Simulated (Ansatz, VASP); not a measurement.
Two plane-wave programs on SnO2

INCAR

```
SYSTEM = SnO2
PREC = Accurate
ENCUT = 520
EDIFF = 1E-6
ISMEAR = 0
SIGMA = 0.05
LREAL = .FALSE.
LASPH = .TRUE.
NELM = 100
ALGO = Normal
ISIF = 2
LWAVE = .FALSE.
LCHARG = .TRUE.
GGA = PS
LELF = .TRUE.
LVHAR = .TRUE.
NBANDS = 20
```

The input KPOINTS:

```
Automatic mesh
0
G
  12 12 12
  0 0 0
```

The input POSCAR:

```
SnO2
1.0
    1.6589000000      0.9577663616      4.1751333333
   -1.6589000000      0.9577663616      4.1751333333
    0.0000000000     -1.9155327231      4.1751333333
Sn O
1 2
Direct
    0.5000000000      0.5000000000      0.5000000000
    0.2414378084      0.2414378084      0.2414378084
    0.7585621916      0.7585621916      0.7585621916
```

Input for Ansatz:

```yaml
crystal:
  lattice:
    - [1.6589, 0.9577663616, 4.1751333333]
    - [-1.6589, 0.9577663616, 4.1751333333]
    - [0.0, -1.9155327231, 4.1751333333]
  atoms:
    - { symbol: Sn, position: [0.5, 0.5, 0.5] }
    - { symbol: O, position: [0.2414378084, 0.2414378084, 0.2414378084] }
    - { symbol: O, position: [0.7585621916, 0.7585621916, 0.7585621916] }
basis:
  ecutwfc: 520.0
kpoints:
  mp_grid: { grid: [12, 12, 12] }
hamiltonian:
  xc: pbesol
  pseudopotentials: { kind: paw, azcp: { folder: soft_1 } }
scf:
  occupations: { method: gaussian, width: 0.05 }
output:
  forces: true
  stress: true
  eigenvalues: true
```

Alike in both runs: task single point; functional PBEsol; k mesh 12 × 12 × 12; occupations gaussian, width 0.05 eV; no spin polarisation.

|  | VASP | Ansatz |
| --- | --- | --- |
| version | VASP 6.6.1 | Ansatz 0.2.0 |
| potentials or method | VASP PAW PBE potentials, release 64 (Sn_d, O), cutoff 520 eV | scalar-relativistic, plane waves, PAW |
| valence electrons in the cell | 26 | 26 |

|  | VASP | Ansatz | Ansatz less VASP |
| --- | --- | --- | --- |
| gap on the k mesh at the Fermi level (eV) | 1.05 | 1.06 | +0.013 |
| least direct gap on the mesh (eV) | 1.05 | 1.06 | +0.013 |
| pressure (GPa) | -6.4 | -7.1 | -0.63 |
| traceless stress, the component that is largest in VASP (GPa) | 5.55 | 6.04 | +0.486 |
| rms of the force components (eV/Å) | 0.031 | 0.008 | -0.0230 |

VASP's potentials were made for PBE, not for PBEsol, and Ansatz warns of the same on its side. Atom by atom the forces differ by 0.023 eV/Å (rms over components). With one functional, cell and mesh, what is left measures potentials, basis and numerics.
